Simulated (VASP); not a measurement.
Runs of VASP 6.6.1 on W3N. The structure is that of space group Pm-3m (No. 221), or close to it. The cells are those of the table. 

| task | cell | k mesh | gap on the mesh (eV) | pressure (GPa) | relaxed volume (Å³/atom) |
| --- | --- | --- | --- | --- | --- |
| single point | a = 3.868 Å, 4 atoms | 12 × 12 × 12 | none | 0.6 | - |
| relaxation of cell and atoms | relaxed from a = 3.866 Å, 4 atoms | 12 × 12 × 12 | none | 0.0 | 14.50 |
| single point | a = 3.776 Å, 4 atoms | 6 × 6 × 6 | none | (a) | - |
| single point | a = 3.866 Å, 4 atoms | 4 × 4 × 4 | none | 0.8 | - |
| relaxation of cell and atoms | relaxed from a = 3.776 Å, 4 atoms | 4 × 4 × 4 | none | -0.1 | 14.50 |

Alike in all rows: level PBE; potentials or basis VASP PAW PBE potentials, release 64 (W_sv, N); no spin polarisation; cutoff (eV) 600; smearing gaussian 0.1 eV.

**Question.** Estimate the missing entries.

**Answer.** (a) 21.2.

Caveats: some runs use coarse meshes; spin-orbit coupling is left out, which moves the levels of the heavy elements; the cell stands under pressure (at least some runs).

A k mesh can miss the band edges, and the runs leave out spin-orbit coupling on W.

A gap of «none» marks levels without a gap at the run's occupations.
